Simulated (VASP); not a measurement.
Write the native input for VASP 6.6.1 that does the following.

| Item | Value |
| --- | --- |
| Task | single point |
| Functional | PBE |
| Potentials or basis | VASP PAW PBE potentials, release 64 (Mg_sv, O, C, F) |
| Cutoff | 620 eV |
| k mesh | 2 × 2 × 1 |
| Occupations | gaussian, width 0.05 eV |
| Spin | no spin polarisation |
| Dipole correction | no |
| Further INCAR settings | LREAL = Auto; ALGO = Normal; EDIFF = 1e-06; NBANDS = 132; NELMDL = -8 |

The structure of Mg12CO12F4 lies in POSCAR:

```
Mg12CO12F4
1.0
    5.6059430000      0.0000000000      0.0000000000
    2.8029710000      4.8548890000      0.0000000000
    0.0000000000      0.0000000000     16.7215410000
Mg O C F
12 12 1 4
Direct
    0.0000000000      0.0000000000      0.0598031007
    0.0000001407      0.4999998970      0.0598031007
    0.4999999108      0.0000000000      0.0598031007
    0.5000000515      0.4999998970      0.0598031007
    0.6671029633      0.6661002960      0.2116246344
    0.6674451997      0.1673057819      0.2102449170
    0.1661424344      0.6659968951      0.2111393920
    0.1662651465      0.1669364634      0.2116340832
    0.3440763143      0.3227849288      0.3623613398
    0.3333248405      0.8329197640      0.3613858914
    0.8395215019      0.3391912771      0.3643942864
    0.8231227762      0.8437517315      0.3623516517
    0.3333333459      0.8333333677      0.1282362672
    0.3333333082      0.3333332647      0.1282362672
    0.8333332567      0.8333333677      0.1282362672
    0.8333333974      0.3333332647      0.1282362672
    0.0008362007      0.5006392525      0.2781543280
   -0.0024276268     -0.0011580079      0.2811039365
    0.4990383416      0.4973763561      0.2811039365
    0.5025221421      0.0022888268      0.2782657412
    0.6773732913      0.1769846849      0.4384425455
    0.6614950165      0.6800229624      0.4237771507
    0.1803636462      0.1610743315      0.4237666253
    0.1609333621      0.6605772037      0.4239754578
    0.6896192516      0.1890593173      0.5211321134
    0.1087247375      0.6075065774      0.5022580754
    0.5639338032      0.0640560474      0.5555130356
    0.9494897788      0.0684450252      0.5487161739
    0.5697980390      0.4488782339      0.5487322012
```

These files were run (other wordings do the same):

INCAR

```
SYSTEM = Mg12CO12F4
  PREC = Accurate
  ENCUT = 620
  EDIFF = 1E-6
  ISMEAR = 0
  SIGMA = 0.05
  LREAL = Auto
  LASPH = .TRUE.
  NELM = 120
  ALGO = Normal
  ISIF = 2
  LWAVE = .FALSE.
  LCHARG = .FALSE.
  GGA = PE
  NBANDS = 132
  GGA_COMPAT = .FALSE.
  NELMDL = -8
```

KPOINTS

```
Automatic mesh
0
G
  2 2 1
  0 0 0
```

Potentials or basis: VASP PAW PBE potentials, release 64 (Mg_sv, O, C, F).

The run is started by

```bash
$ cat potpaw_PBE.64/Mg_sv/POTCAR potpaw_PBE.64/O/POTCAR potpaw_PBE.64/C/POTCAR potpaw_PBE.64/F/POTCAR > POTCAR
$ mpirun -np 1 vasp_std > vasp.out
```

Results of the run:

The largest force is 0.798 eV/Å and the band gap on the k mesh is zero (bands 112 and 113 overlap by 0.21 eV).

Caveat: the k points lie up to 0.65 Å⁻¹ apart; there is no dipole correction, which matters where the two faces differ.

Wall time 35 min on 1 thread of Intel(R) Xeon(R) Platinum 8259CL CPU @ 2.50GHz (Skylake/Cascade Lake) (shared host), peak memory 0.8 GiB.
